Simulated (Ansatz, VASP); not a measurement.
One calculation of Cu, two programs

```
Cu
1.0
     0.00000    1.80750    1.82557
     1.80750    0.00000    1.82557
     1.80750    1.80750    0.00000
Cu
1
Direct
  0.00000 0.00000 0.00000
```

Change from the starting cell: zz strain of +1 %, crystal datasets.

Alike in both runs: task electric field gradients; functional PBE; k mesh 19 × 19 × 19; occupations fermi-dirac, width 0.08 eV; no spin polarisation.

|  | VASP | Ansatz |
| --- | --- | --- |
| version | VASP 6.6.1 | Ansatz 0.2.0 |
| potentials or method | VASP PAW PBE potentials, release 64 (Cu), cutoff 520 eV | all-electron PAW with datasets made for the crystal, scalar-relativistic |

|  | VASP | Ansatz | Ansatz less VASP |
| --- | --- | --- | --- |
| pressure (GPa) | 0.8 | 0.2 | -0.55 |
| traceless stress, the component that is largest in VASP (GPa) | -0.30 | -0.31 | -0.017 |
| size of Vzz on the site where it differs most (V/Å²) | 0.0 | 0.1 | +0.10 |

Ansatz ran all-electron here, and VASP with PAW potentials.
